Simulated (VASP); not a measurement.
# Ti3Ni: single point with r2SCAN

Crystal: Ti3Ni.

```xyz
4
Lattice="3.9352 0.0000 0.0000 0.0000 3.9352 0.0000 0.0000 0.0000 3.9352" Properties=species:S:1:pos:R:3 pbc="T T T"
Ti    0.0000    1.9676    1.9676
Ti    1.9676    0.0000    1.9676
Ti    1.9676    1.9676    0.0000
Ni    0.0000    0.0000    0.0000
```

- Program: VASP 6.6.1
- Task: single point
- Functional: r2SCAN
- Potentials or basis: VASP PAW PBE potentials, release 64 (Ti_sv, Ni)
- Cutoff: 660 eV
- k mesh: 7 × 7 × 7
- Occupations: fermi-dirac, width 0.15 eV
- Spin: collinear spin, ferromagnetic start
- Starting moments: [0.0, 0.0, 0.0, 1.5] μB

- Pressure: -0.5 GPa
- Band gap on the k mesh: zero (filled and empty bands overlap)
- Net moment: 0.00 μB per cell
- Valence electrons inside the program's atomic spheres: Ti 10.27; Ni 9.31

Levels at points of the mesh, in eV from the Fermi level:
Spin up:
```
           k point  band 19  band 20  band 21  band 22  band 23  band 24  band 25  band 26  band 27  band 28
(0.00, 0.00, 0.00)    -2.72    -0.36    -0.36    -0.36     0.49     0.49     2.67     2.67     2.67     2.92
```
Spin down:
```csv
k point,band 20,band 21,band 22,band 23,band 24,band 25,band 26,band 27
"(0.00, 0.00, 0.00)",-0.36,-0.36,-0.36,0.49,0.49,2.67,2.67,2.67
```

Wall time 17 min on 1 thread of Oxide Virtual Turin-like Processor (shared host), peak memory 0.27 GiB.

Caveat: the moments typed at the start vanished in this run; the PAW data sets were made with another functional, which shifts forces and pressure a little.
